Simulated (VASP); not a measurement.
# SiO2 (I4/mmm) in VASP: a series of runs, part 2 of 2

VASP 6.6.1. The steps go on from the part before.

### 4 Single point, PBE

This run uses another cell than the first one, of 17.30 Å³/atom, 1.055 times its volume.

The input, INCAR:

```
SYSTEM = SiO2
PREC = Accurate
ENCUT = 520
EDIFF = 1E-7
ISMEAR = 0
SIGMA = 0.02
LREAL = .False.
LASPH = .True.
NELM = 80
ALGO = Normal
ISIF = 2
LWAVE = .False.
LCHARG = .False.
GGA = PE
NBANDS = 44
```

The input, KPOINTS:

```
Automatic mesh
0
Gamma
  6 6 6
  0 0 0
```

The input, POSCAR:

```
SiO2
1.0
   -4.4488156362      4.4488156362      2.6225490169
    4.4488156362     -4.4488156362      2.6225490169
    4.4488156362      4.4488156362     -2.6225490169
Si O
4 8
Direct
    0.1773385271      0.1773385271      0.3546770543
    0.8226614729      0.1773385271      0.0000000000
    0.1773385271      0.8226614729      0.0000000000
    0.8226614729      0.8226614729      0.6453229457
    0.5000000000      0.5000000000      0.5000000000
    0.0000000000      0.5000000000      0.0000000000
    0.5000000000      0.0000000000      0.0000000000
    0.0000000000      0.0000000000      0.5000000000
    0.0000000000      0.2119395677      0.2119395677
    0.7880604323      0.0000000000      0.7880604323
    0.2119395677      0.0000000000      0.2119395677
    0.0000000000      0.7880604323      0.7880604323
```

Potentials or basis: VASP PAW PBE potentials, release 64 (Si, O).

The run is started by

```
> cat potpaw_PBE.64/Si/POTCAR potpaw_PBE.64/O/POTCAR > POTCAR
> mpirun -np 1 vasp_std > vasp.out
```

OUTCAR:

```text
SYSTEM = SiO2
   PREC = Accurate
   ENCUT = 520
   EDIFF = 1E-7
   ISMEAR = 0
   LREAL = .False.
   LASPH = .True.
   NELM = 80
   ISIF = 2
   GGA = PE

 ion  position               nearest neighbor table
   1  0.177  0.177  0.355-   8 1.60   5 1.60   9 1.61  11 1.61
   2  0.823  0.177  0.000-   6 1.60   7 1.60   9 1.61  10 1.61
   3  0.177  0.823  0.000-   6 1.60   7 1.60  11 1.61  12 1.61
   4  0.823  0.823  0.645-   8 1.60   5 1.60  10 1.61  12 1.61
   5  0.500  0.500  0.500-   1 1.60   4 1.60
   6  0.000  0.500  0.000-   2 1.60   3 1.60
   7  0.500  0.000  0.000-   2 1.60   3 1.60
   8  0.000  0.000  0.500-   1 1.60   4 1.60
   9  0.000  0.212  0.212-   2 1.61   1 1.61
  10  0.788  0.000  0.788-   2 1.61   4 1.61
  11  0.212  0.000  0.212-   3 1.61   1 1.61
  12  0.000  0.788  0.788-   3 1.61   4 1.61

  LATTYP: Found a body centered tetragonal cell.
 ALAT       =     8.8976312724
 C/A-ratio  =     0.5894937510

  Lattice vectors:

 A1 = (  -4.4488156362,   4.4488156362,   2.6225490169)
 A2 = (   4.4488156362,  -4.4488156362,   2.6225490169)
 A3 = (   4.4488156362,   4.4488156362,  -2.6225490169)

Analysis of symmetry for initial positions (statically):
=====================================================================
 Subroutine PRICEL returns:
 Original cell was already a primitive cell.

 Routine SETGRP: Setting up the symmetry group for a
 body centered tetragonal supercell.

 Subroutine GETGRP returns: Found 16 space group operations
 (whereof 16 operations were pure point group operations)
 out of a pool of 16 trial point group operations.

The static configuration has the point symmetry D_4h.

Analysis of symmetry for dynamics (positions and initial velocities):
=====================================================================
 Subroutine PRICEL returns:
 Original cell was already a primitive cell.

 Routine SETGRP: Setting up the symmetry group for a
[... 151 lines left out ...]
   GGA     = PE    functional components
   LHFCALC =     F    Hartree Fock is set to
   AEXX    =    0.0000 exact exchange contribution
   IVDW    =     0    specifies the selected vdW correction
   LEPSILON=     F    determine dielectric tensor
   LRPA    =     F    only Hartree local field effects (RPA)
 non-spin polarized calculation
 Gauss-broadening in eV      SIGMA  =   0.02
  energy-cutoff  :      520.00
  volume of cell :      207.62
 maximum number of plane-waves:      5629
 NGX is ok and might be reduce to    54
   NGX = 25   NGY = 25   NGZ = 25

 number of electron      64.0000027 magnetization

 Free energy of the ion-electron system (eV)
  ---------------------------------------------------
  ext. energy  EPLUGINS =         0.00000000
  ---------------------------------------------------
  free energy    TOTEN  =       -94.77482617 eV

  energy without entropy =      -94.77482617  energy(sigma->0) =      -94.77482617

 E-fermi :  -0.8693     XC(G=0):  -7.3685

 val. band max:       -0.9994430057   @ k =   0.0000   0.0000   0.0000
 cond. band min:       4.4243135920   @ k =   0.0000   0.0000   0.0000
 fundamental gap:      5.4237565976
 Fermi energy:        -0.8693239415

 k-point     1 :       0.0000    0.0000    0.0000
  band No.  band energies     occupation
      1     -20.5227      2.00000
      2     -19.6384      2.00000
      3     -19.1214      2.00000
      4     -19.1214      2.00000
      5     -18.4974      2.00000
      6     -18.4834      2.00000
[... 1117 lines left out ...]
     43      10.0853      0.00000
     44      10.2219      0.00000

 [... further k-points ...]
[... 5 lines left out ...]
  --------------------------------------------------------------------------------------
  -------------------------------------------------------------------------------------
  Total        5.2676506      5.2676506      5.3287773      0.0000000      0.0000000     -0.0000000
  in kB       40.6494919     40.6494919     41.1211953      0.0000000      0.0000000     -0.0000000
  external PRESSURE =      40.8067263 kB  Pullay stress =       0.0000000 kB

 VOLUME and BASIS-vectors are now :
 -----------------------------------------------------------------------------
  energy-cutoff  :      520.00
  volume of cell :      207.62
      direct lattice vectors                 reciprocal lattice vectors
    -4.448815636  4.448815636  2.622549017     0.000000000  0.112389463  0.190654206
     4.448815636 -4.448815636  2.622549017     0.112389463  0.000000000  0.190654206
     4.448815636  4.448815636 -2.622549017     0.112389463  0.112389463  0.000000000

 POSITION                                       TOTAL-FORCE (eV/Angst)
 -----------------------------------------------------------------------------------
      1.57789      1.57789     -0.00000         0.017488      0.017488      0.000000
     -2.87092      2.87092      2.62255         0.017488     -0.017488      0.000000
      2.87092     -2.87092      2.62255        -0.017488      0.017488      0.000000
      2.87092      2.87092      2.62255        -0.017488     -0.017488     -0.000000
      2.22441      2.22441      1.31127         0.000000     -0.000000     -0.000000
      2.22441     -2.22441      1.31127         0.000000     -0.000000     -0.000000
     -2.22441      2.22441      1.31127         0.000000     -0.000000     -0.000000
      2.22441      2.22441     -1.31127         0.000000     -0.000000     -0.000000
      1.88576      0.00000      0.00000        -0.013858     -0.000000      0.000000
      0.00000      7.01187      0.00000         0.000000      0.013858     -0.000000
      0.00000      1.88576      0.00000         0.000000     -0.013858      0.000000
      7.01187      0.00000      0.00000         0.013858     -0.000000     -0.000000
 -----------------------------------------------------------------------------------
    total drift:                               -0.000000      0.000000     -0.000000

  FREE ENERGIE OF THE ION-ELECTRON SYSTEM (eV)
  ---------------------------------------------------
  free  energy   TOTEN  =       -94.7748261697 eV

  energy  without entropy=      -94.7748261697  energy(sigma->0) =      -94.77482617
```

Wall time 3.9 min (1 thread of Intel Xeon 6975P-C (Granite Rapids), shared host); peak memory 0.49 GiB.

What came out:

```
Free energy            : -94.7748 eV
Pressure               : 4.1 GPa
Largest force          : 0.025 eV/Å
Band gap on the k mesh : 5.42 eV, direct
```

Forces in eV/Å, atoms in the order of the input:
```
Si   0.017  0.017  0.000
Si   0.017 -0.017  0.000
Si  -0.017  0.017  0.000
Si  -0.017 -0.017  0.000
O    0.000  0.000  0.000
O    0.000  0.000  0.000
O    0.000  0.000  0.000
O    0.000  0.000  0.000
O   -0.014  0.000  0.000
O    0.000  0.014  0.000
O    0.000 -0.014  0.000
O    0.014  0.000  0.000
```

### 5 Single point, PBE

This run uses another cell than the first one, of 17.84 Å³/atom, 1.088 times its volume.

The input, INCAR:

```
SYSTEM = SiO2
ALGO = Normal
EDIFF = 1E-7
ENCUT = 520
GGA = PE
ISIF = 2
ISMEAR = 0
LASPH = .True.
LCHARG = .False.
LREAL = .False.
LWAVE = .False.
NBANDS = 44
NELM = 80
PREC = Accurate
SIGMA = 0.02
```

The input, KPOINTS:

```
k-points
0
Gamma
  6 6 6
  0 0 0
```

The input, POSCAR:

```
SiO2
1.0
   -4.5052551050      4.5052551050      2.6365108013
    4.5052551050     -4.5052551050      2.6365108013
    4.5052551050      4.5052551050     -2.6365108013
Si O
4 8
Direct
    0.1769303930      0.1769303930      0.3538607860
    0.8230696070      0.1769303930      0.0000000000
    0.1769303930      0.8230696070      0.0000000000
    0.8230696070      0.8230696070      0.6461392140
    0.5000000000      0.5000000000      0.5000000000
    0.0000000000      0.5000000000      0.0000000000
    0.5000000000      0.0000000000      0.0000000000
    0.0000000000      0.0000000000      0.5000000000
    0.0000000000      0.2094529039      0.2094529039
    0.7905470961      0.0000000000      0.7905470961
    0.2094529039      0.0000000000      0.2094529039
    0.0000000000      0.7905470961      0.7905470961
```

The run is started by

```
> cat potpaw_PBE.64/Si/POTCAR potpaw_PBE.64/O/POTCAR > POTCAR
> mpirun -np 1 vasp_std > vasp.out
```

Wall time 15 min (1 thread of Intel Xeon 8259CL, shared host); peak memory 0.5 GiB.

It converged, with:

```yaml
Free_energy: -94.8622 eV
Pressure: 0.0 GPa
Largest_force: 0.023 eV/Å
Band_gap_on_the_k_mesh: 5.36 eV, indirect (the least direct gap lies 1.9 meV higher)
```

Forces on the atoms (eV/Å):
```
Si   0.016  0.016  0.000
Si   0.016 -0.016  0.000
Si  -0.016  0.016  0.000
Si  -0.016 -0.016  0.000
O    0.000  0.000  0.000
O    0.000  0.000  0.000
O    0.000  0.000  0.000
O    0.000  0.000  0.000
O   -0.012  0.000  0.000
O    0.000  0.012  0.000
O    0.000 -0.012  0.000
O    0.012  0.000  0.000
```

Levels at points of the mesh, in eV from the valence-band top:
| k point | band 28 | band 29 | band 30 | band 31 | band 32 | band 33 | band 34 | band 35 | band 36 | band 37 |
| --- | --- | --- | --- | --- | --- | --- | --- | --- | --- | --- |
| (0.00, 0.00, 0.00) | -1.34 | -0.82 | -0.65 | -0.01 | 0.00 | 5.36 | 8.25 | 8.40 | 8.61 | 9.10 |
| (0.50, 0.00, 0.00) | -1.10 | -1.07 | -0.74 | -0.57 | -0.25 | 7.50 | 7.69 | 8.59 | 8.69 | 9.16 |
| (0.50, 0.50, 0.00) | -0.72 | -0.44 | -0.38 | -0.37 | -0.24 | 6.49 | 6.89 | 8.48 | 8.75 | 9.25 |
| (0.50, 0.50, 0.50) | -0.98 | -0.98 | -0.19 | 0.00 | 0.00 | 7.44 | 7.44 | 7.56 | 8.02 | 8.59 |

A k mesh can miss the band edges. PBE gaps usually lie below the measured ones, often by a third to a half.

### 6 The runs side by side

```csv
cell,gap on the mesh (eV),pressure (GPa),largest force (eV/Å)
"a = 6.672 Å, angles 98.8, 98.8, 134.0°, 12 atoms",5.44,12.1,0.05
"a = 6.816 Å, angles 98.5, 98.5, 134.7°, 12 atoms",5.42,4.1,0.02
"a = 6.895 Å, angles 98.4, 98.4, 135.0°, 12 atoms",5.36,0.0,0.02
```

Alike in all rows: task single point; level PBE; potentials or basis VASP PAW PBE potentials, release 64 (Si, O); no spin polarisation; k mesh 6 × 6 × 6; cutoff (eV) 520; smearing gaussian 0.02 eV.

Total energies depend on the potentials used, so only differences within one code and one set of settings carry meaning.
